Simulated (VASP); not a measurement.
A run of VASP 6.6.1:

POSCAR

```
Fe2Ge
1.0
    4.1636340800      0.0000000000      0.0000000000
   -2.0818170400      3.6058128900      0.0000000000
    0.0000000000      0.0000000000      2.6264660000
Fe Ge
2 1
Direct
    0.6666666700      0.3333333300      0.5000000000
    0.3333333300      0.6666666700      0.5000000000
    0.0000000000      0.0000000000      0.0000000000
```

INCAR.step1

```
ALGO = Normal
EDIFF = 1E-4
ENCUT = 520
GGA = PE
ISMEAR = 0
ISPIN = 2
LASPH = True
LCHARG = False
LMAXMIX = 4
LREAL = False
LWAVE = True
MAGMOM = 4.5 4.5 0
NBANDS = 26
NELM = 150
PREC = Accurate
SIGMA = 0.1
```

The input INCAR.step2:

```
ALGO = Normal
EDIFF = 1E-6
ENCUT = 520
ISIF = 2
ISMEAR = 0
ISPIN = 2
ISTART = 1
IVDW = 12
LASPH = True
LCHARG = True
LELF = True
LMAXMIX = 4
LMIXTAU = True
LORBIT = 11
LREAL = False
LVHAR = True
LWAVE = False
MAGMOM = 4.5 4.5 0
METAGGA = R2SCAN
NBANDS = 26
NELM = 150
PREC = Accurate
SIGMA = 0.1
VDW_A1 = 0.49484001
VDW_A2 = 5.73083694
VDW_S6 = 1.0
VDW_S8 = 0.78981345
```

KPOINTS

```
k-points
0
Gamma
  9 9 13
```

Potentials or basis: VASP PAW PBE potentials, release 64 (Fe, Ge_d).

The run is started by

```console
$ cat potpaw_PBE.64/Fe/POTCAR potpaw_PBE.64/Ge_d/POTCAR > POTCAR
$ cp INCAR.step1 INCAR
$ mpirun -np 1 vasp_std > vasp.out
$ cp INCAR.step2 INCAR
$ mpirun -np 1 vasp_std > vasp.out
```

Hardware: 1 thread of Oxide Virtual Turin-like Processor (shared host).

**Question.** Estimate the wall time of this run.

**Answer.** Run time: 16 min on 1 thread of Oxide Virtual Turin-like Processor (shared host), peak memory 0.25 GiB. Counts: k points 84.
